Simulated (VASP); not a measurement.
# Cd2C (P6mm) in VASP: further runs

Runs on Cd2C. Level: PBE. Tasks: single point, relaxation of cell and atoms.

Program: VASP 6.6.1. These are calculated values, not measurements. Logs are shortened: lines on timing, memory, paths and dates and some standing lists are left out, and cuts for length are marked.

## (1) The cell of the first run

The structure is hexagonal, space group P6mm (No. 183). Conventional cell: a = 4.599 Å, b = 4.599 Å, c = 3.253 Å, α = 90.00°, β = 90.00°, γ = 120.00°. Within 3.5 Å of Cd (site symmetry 3m) lie 5 Cd at 2.66 to 3.25 Å and 3 C at 2.68 Å. C (site symmetry 6mm) has 6 Cd at 2.68 Å and 2 C at 3.25 Å within 3.5 Å.

## (2) Single point, PBE

Input file INCAR:

```
ALGO = Normal ; EDIFF = 1E-7
ENCUT = 520 ; GGA = PE
ISIF = 2 ; ISMEAR = 0
LASPH = T ; LCHARG = F
LREAL = F ; LWAVE = F
NBANDS = 21 ; NELM = 60
PREC = Accurate ; SIGMA = 0.1
```

Input file KPOINTS:

```
k-points
0
Gamma
  6 6 4
```

Input file POSCAR:

```
Cd2C
1.0
    4.5987359662      0.0000000034      0.0000000000
   -2.2993679861      3.9826221703      0.0000000000
    0.0000000000      0.0000000000      3.2530663303
Cd C
2 1
Direct
    0.3333333333      0.6666666667     -0.0093516758
    0.6666666667      0.3333333333     -0.0093516758
    0.0000000000      0.0000000000      0.8691052416
```

Potentials or basis: VASP PAW PBE potentials, release 64 (Cd, C).

Launch:

```
cat potpaw_PBE.64/Cd/POTCAR potpaw_PBE.64/C/POTCAR > POTCAR
mpirun -np 1 vasp_std > vasp.out
```

OUTCAR:

```text
EDIFF = 1E-7
   ENCUT = 520
   GGA = PE
   ISIF = 2
   ISMEAR = 0
   LASPH = T
   LREAL = F
   NELM = 60
   PREC = Accurate

 ion  position               nearest neighbor table
   1  0.333  0.667  0.991-   2 2.66   2 2.66   2 2.66   3 2.68   3 2.68   3 2.68
   2  0.667  0.333  0.991-   1 2.66   1 2.66   1 2.66   3 2.68   3 2.68   3 2.68
   3  0.000  0.000  0.869-   1 2.68   2 2.68   2 2.68   1 2.68   2 2.68   1 2.68

  LATTYP: Found a hexagonal cell.
 ALAT       =     4.5987359662
 C/A-ratio  =     0.7073827143

  Lattice vectors:

 A1 = (   4.5987359662,   0.0000000034,   0.0000000000)
 A2 = (  -2.2993679861,   3.9826221703,   0.0000000000)
 A3 = (   0.0000000000,   0.0000000000,   3.2530663303)

Analysis of symmetry for initial positions (statically):
=====================================================================
 Subroutine PRICEL returns:
 Original cell was already a primitive cell.

 Routine SETGRP: Setting up the symmetry group for a
 hexagonal supercell.

 Subroutine GETGRP returns: Found 12 space group operations
 (whereof 12 operations were pure point group operations)
 out of a pool of 24 trial point group operations.

The static configuration has the point symmetry C_6v.

Analysis of symmetry for dynamics (positions and initial velocities):
=====================================================================
 Subroutine PRICEL returns:
 Original cell was already a primitive cell.

 Routine SETGRP: Setting up the symmetry group for a
 hexagonal supercell.

 Subroutine GETGRP returns: Found 12 space group operations
 (whereof 12 operations were pure point group operations)
 out of a pool of 24 trial point group operations.

The dynamic configuration has the point symmetry C_6v.

 Subroutine INISYM returns: Found 12 space group operations
 (whereof 12 operations are pure point group operations),
 and found     1 'primitive' translations

----------------------------------------------------------------------------------------

                                     Primitive cell

  volume of cell :      59.5800

  direct lattice vectors                    reciprocal lattice vectors
     4.598735966  0.000000003  0.000000000     0.217451058  0.125545427  0.000000000
    -2.299367986  3.982622170  0.000000000    -0.000000000  0.251090853  0.000000000
     0.000000000  0.000000000  3.253066330     0.000000000  0.000000000  0.307402278

  length of vectors
     4.598735966  4.598735966  3.253066330     0.251090853  0.251090853  0.307402278

  position of ions in fractional coordinates (direct lattice)
     0.333333333  0.666666667  0.990648324
     0.666666667  0.333333333  0.990648324
     0.000000000  0.000000000  0.869105242

  ion indices of the primitive-cell ions
   primitive index   ion index
                 1           1
                 2           2
                 3           3

----------------------------------------------------------------------------------------

 KPOINTS: k-points

Automatic generation of k-mesh.
 Grid dimensions read from file:
 generate k-points for:    6    6    4

 Generating k-lattice:

  Cartesian coordinates                     Fractional coordinates (reciprocal lattice)
     0.036241843  0.020924238  0.000000000     0.166666667  0.000000000  0.000000000
    -0.000000000  0.041848476  0.000000000    -0.000000000  0.166666667  0.000000000
     0.000000000  0.000000000  0.076850569     0.000000000  0.000000000  0.250000000

  Length of vectors
     0.041848476  0.041848476  0.076850569

  Shift w.r.t. Gamma in fractional coordinates (k-lattice)
     0.000000000  0.000000000  0.000000000

 Subroutine IBZKPT returns following result:
 ===========================================

 Found     21 irreducible k-points:

 Following reciprocal coordinates:
            Coordinates               Weight
  0.000000  0.000000  0.000000      1.000000
  0.166667 -0.000000  0.000000      6.000000
  0.333333 -0.000000  0.000000      6.000000
  0.500000 -0.000000  0.000000      3.000000
  0.166667  0.166667  0.000000      6.000000
  0.333333  0.166667  0.000000     12.000000
[... 13 lines left out ...]
  0.333333  0.166667  0.500000     12.000000
  0.333333  0.333333  0.500000      2.000000
   k-points           NKPTS =     21   k-points in BZ     NKDIM =     21   number of bands    NBANDS=     21
   number of dos      NEDOS =    301   number of ions     NIONS =      3
   total plane-waves  NPLWV =  31104
   dimension x,y,z NGX =    36 NGY =   36 NGZ =   24
   dimension x,y,z NGXF=    72 NGYF=   72 NGZF=   48
   ions per type =               2   1
   NGX,Y,Z   is equivalent  to a cutoff of  13.01, 13.01, 12.27 a.u.
   NGXF,Y,Z  is equivalent  to a cutoff of  26.03, 26.03, 24.53 a.u.
 SYSTEM =  unknown system
   PREC   = accura    normal or accurate (medium, high low for compatibility)
   ISTART =      0    job   : 0-new  1-cont  2-samecut
   ICHARG =      2    charge: 1-file 2-atom 10-const
   ISPIN  =      1    spin polarized calculation?
   LNONCOLLINEAR =      F non collinear calculations
   LSORBIT =      F    spin-orbit coupling
   LASPH  =      T    aspherical Exc in radial PAW
   ENCUT  =  520.0 eV  38.22 Ry    6.18 a.u.   8.55  8.55  6.05*2*pi/ulx,y,z
   NELM   =     60;   NELMIN=  2; NELMDL= -5     # of ELM steps
   EDIFF  = 0.1E-06   stopping-criterion for ELM
   LREAL  =      F    real-space projection
   EDIFFG = 0.1E-05   stopping-criterion for IOM
   NSW    =      0    number of steps for IOM
   IBRION =     -1    ionic relax: 0-MD 1-quasi-New 2-CG
   NFREE  =      0    steps in history (QN), initial steepest desc. (CG)
   ISIF   =      2    stress and relaxation
   ISYM   =      2    0-nonsym 1-usesym 2-fastsym
   POTIM  = 0.5000    time-step for ionic-motion
   TEBEG  =    0.0;   TEEND  =   0.0 temperature during run
   PSTRESS=    0.0 pullay stress
   NELECT =      28.0000    total number of electrons
   NUPDOWN=      -1.0000    fix difference up-down
   EMIN   =  10.00;   EMAX   =-10.00  energy-range for DOS
   EFERMI =   0.00;   METHOD = LEGACY
   ISMEAR =     0;   SIGMA  =   0.10  broadening in eV -4-tet -1-fermi 0-gaus
   EFERMI_NEDOS =   21; number of points for ismear=-14 and -15
   IALGO  =     38    algorithm
   IMIX   =      4    mixing-type and parameters
     AMIX     =   0.40;   BMIX     =  1.00
     AMIX_MAG =   1.60;   BMIX_MAG =  1.00
  volume/ion in A,a.u.               =      19.86       134.02
  Fermi-wavevector in a.u.,A,eV,Ry     =   1.272801  2.405246 22.041760  1.620024
  Thomas-Fermi vector in A             =   2.405660
   LORBIT       =      0    0 simple, 1 ext, 2 COOP (PROOUT), +10 PAW based schemes
   GGA     = PE    functional components
   LHFCALC =     F    Hartree Fock is set to
   AEXX    =    0.0000 exact exchange contribution
   IVDW    =     0    specifies the selected vdW correction
   LEPSILON=     F    determine dielectric tensor
   LRPA    =     F    only Hartree local field effects (RPA)
 non-spin polarized calculation
 Gauss-broadening in eV      SIGMA  =   0.10
  energy-cutoff  :      520.00
  volume of cell :       59.58
 maximum number of plane-waves:      1638
 NGX is ok and might be reduce to    36
   NGX = 17   NGY = 17   NGZ = 13

 number of electron      28.0000019 magnetization

 Free energy of the ion-electron system (eV)
  ---------------------------------------------------
  ext. energy  EPLUGINS =         0.00000000
  ---------------------------------------------------
  free energy    TOTEN  =        -5.40996469 eV

  energy without entropy =       -5.39687981  energy(sigma->0) =       -5.40342225

 E-fermi :   2.0529     XC(G=0): -10.3230

 val. band max:        2.0413014274   @ k =   0.0000   0.0000   0.5000
 cond. band min:       2.0952537192   @ k =   0.3333   0.1667   0.0000
 fundamental gap:      0.0539522918
 Fermi energy:         2.0529284890

 k-point     1 :       0.0000    0.0000    0.0000
  band No.  band energies     occupation
      1      -8.8577      2.00000
      2      -7.2723      2.00000
      3      -7.1859      2.00000
      4      -7.1859      2.00000
      5      -6.9738      2.00000
      6      -6.9738      2.00000
[... 13 lines left out ...]
     20      12.5470      0.00000
     21      12.5470      0.00000

 k-point     2 :       0.1667   -0.0000    0.0000
  band No.  band energies     occupation
      1      -8.6713      2.00000
      2      -7.5629      2.00000
      3      -7.4110      2.00000
      4      -7.2026      2.00000
      5      -6.9863      2.00000
      6      -6.9420      2.00000
[... 13 lines left out ...]
     20      11.8194      0.00000
     21      12.5022      0.00000

 k-point     3 :       0.3333   -0.0000    0.0000
  band No.  band energies     occupation
      1      -8.3817      2.00000
      2      -7.7324      2.00000
      3      -7.6014      2.00000
      4      -7.1998      2.00000
      5      -7.0246      2.00000
      6      -6.8872      2.00000
[... 13 lines left out ...]
     20      12.0888      0.00000
     21      12.3178      0.00000

 k-point     4 :       0.5000   -0.0000    0.0000
  band No.  band energies     occupation
      1      -8.3860      2.00000
      2      -7.6670      2.00000
      3      -7.5311      2.00000
      4      -7.3074      2.00000
      5      -7.0423      2.00000
      6      -6.8642      2.00000
[... 13 lines left out ...]
     20      12.1315      0.00000
     21      12.6995      0.00000

 k-point     5 :       0.1667    0.1667    0.0000
  band No.  band energies     occupation
      1      -8.4516      2.00000
      2      -7.7700      2.00000
      3      -7.4781      2.00000
      4      -7.1509      2.00000
      5      -7.0064      2.00000
      6      -6.8952      2.00000
[... 13 lines left out ...]
     20      11.0752      0.00000
     21      12.8624      0.00000
[... 310 lines left out ...]
     20      10.7423      0.00000
     21      12.0766      0.00000

 k-point    19 :       0.1667    0.1667    0.5000
  band No.  band energies     occupation
      1      -8.0468      2.00000
      2      -7.6459      2.00000
      3      -7.4144      2.00000
      4      -7.4093      2.00000
      5      -7.2515      2.00000
      6      -6.8632      2.00000
[... 13 lines left out ...]
     20      10.6406      0.00000
     21      10.9592      0.00000

 k-point    20 :       0.3333    0.1667    0.5000
  band No.  band energies     occupation
      1      -8.2017      2.00000
      2      -7.5109      2.00000
      3      -7.4600      2.00000
      4      -7.3547      2.00000
      5      -7.1931      2.00000
      6      -6.8426      2.00000
[... 13 lines left out ...]
     20      10.6568      0.00000
     21      12.1755      0.00000

 k-point    21 :       0.3333    0.3333    0.5000
  band No.  band energies     occupation
      1      -8.3326      2.00000
      2      -7.5581      2.00000
      3      -7.3471      2.00000
      4      -7.3471      2.00000
      5      -6.9988      2.00000
      6      -6.9988      2.00000
[... 13 lines left out ...]
     20      11.1392      0.00000
     21      13.0566      0.00000

------------------------ aborting loop because EDIFF is reached ----------------------------------------

  FORCE on cell =-STRESS in cart. coord.  units (eV):
  Direction    XX          YY          ZZ          XY          YZ          ZX
  --------------------------------------------------------------------------------------
  -------------------------------------------------------------------------------------
  Total        0.2573416      0.2573416     -0.0209414     -0.0000000      0.0000000     -0.0000000
  in kB        6.9202239      6.9202239     -0.5631387     -0.0000000      0.0000000     -0.0000000
  external PRESSURE =       4.4257697 kB  Pullay stress =       0.0000000 kB

 VOLUME and BASIS-vectors are now :
 -----------------------------------------------------------------------------
  energy-cutoff  :      520.00
  volume of cell :       59.58
      direct lattice vectors                 reciprocal lattice vectors
     4.598735966  0.000000003  0.000000000     0.217451058  0.125545427  0.000000000
    -2.299367986  3.982622170  0.000000000    -0.000000000  0.251090853  0.000000000
     0.000000000  0.000000000  3.253066330     0.000000000  0.000000000  0.307402278

 POSITION                                       TOTAL-FORCE (eV/Angst)
 -----------------------------------------------------------------------------------
     -0.00000      2.65508      3.22264        -0.000000      0.000000      0.003321
      2.29937      1.32754      3.22264         0.000000     -0.000000      0.003321
      0.00000      0.00000      2.82726         0.000000     -0.000000     -0.006643
 -----------------------------------------------------------------------------------
    total drift:                                0.000000      0.000000     -0.000346

  FREE ENERGIE OF THE ION-ELECTRON SYSTEM (eV)
  ---------------------------------------------------
  free  energy   TOTEN  =        -5.4099646896 eV

  energy  without entropy=       -5.3968798114  energy(sigma->0) =       -5.40342225
```

It took 31 s on 1 thread of Oxide Virtual Turin-like, shared host; peak memory 0.15 GiB.

Results:

```
Free energy            : -5.4100 eV
Pressure               : 0.4 GPa
Largest force          : 0.007 eV/Å
Band gap on the k mesh : zero (band 14 reaches 3.42 eV, above the bottom of band 15 at 1.69 eV)
```

Forces on the atoms (eV/Å):
```
Cd   0.000  0.000  0.003
Cd   0.000  0.000  0.003
C    0.000  0.000 -0.007
```

Caveat: the k points lie up to 0.48 Å⁻¹ apart.

## (3) Single point, PBE

This run uses another cell than the first one, of 20.01 Å³/atom, 1.007 times its volume.

Input file INCAR:

```
  ALGO = Normal
  EDIFF = 1E-6
  ENCUT = 520
  GGA = PE
  ISIF = 2
  ISMEAR = 0
  LASPH = True
  LCHARG = False
  LREAL = False
  LWAVE = False
  NBANDS = 21
  NELM = 80
  PREC = Accurate
  SIGMA = 0.1
```

KPOINTS is that of step 2.

Input file POSCAR:

```
Cd2C
1.0
    3.8571599500      0.0000000000      0.0000000000
   -1.9285799800      3.3403985100      0.0000000000
    0.0000000000      0.0000000000      4.6583432900
Cd C
2 1
Direct
    0.3333333300      0.6666666700      0.0435316500
    0.6666666700      0.3333333300      0.0435316500
    0.0000000000      0.0000000000      0.7633385900
```

Potentials or basis: VASP PAW PBE potentials, release 64 (Cd, C).

Launch:

```
cat potpaw_PBE.64/Cd/POTCAR potpaw_PBE.64/C/POTCAR > POTCAR
mpirun -np 1 vasp_std > vasp.out
```

It took 26 s on 1 thread of Oxide Virtual Turin-like, shared host; peak memory 0.15 GiB.

It converged, with:

```yaml
Free_energy: -1.1065 eV
Pressure: 39.6 GPa
Largest_force: 1.613 eV/Å
Band_gap_on_the_k_mesh: zero (band 14 reaches 2.41 eV, above the bottom of band 15 at 1.26 eV)
```

Forces on the atoms (eV/Å):
```
Cd   0.000  0.000 -0.807
Cd   0.000  0.000 -0.807
C    0.000  0.000  1.613
```

Stress tensor (GPa, compression positive):
```
64.18  0.00  0.00
 0.00 64.18  0.00
 0.00  0.00 -9.57
```

Levels at points of the mesh, in eV from the Fermi level:
```
           k point  band 12  band 13  band 14  band 15  band 16  band 17
(0.00, 0.00, 0.00)    -4.29    -0.76     0.43     0.43     3.00     5.86
(0.50, 0.00, 0.00)    -5.00    -1.83    -1.37     1.01     1.04     5.52
(0.00, 0.00, 0.50)    -5.57     0.48     0.48     1.03     2.04     6.30
(0.50, 0.00, 0.50)    -4.61    -2.85    -1.11    -0.67     2.44     4.70
```

Caveat: forces of over 1 eV/Å act on the atoms, so gaps and moduli don't describe the material at rest.

(Part 1 of 2 ends here.)
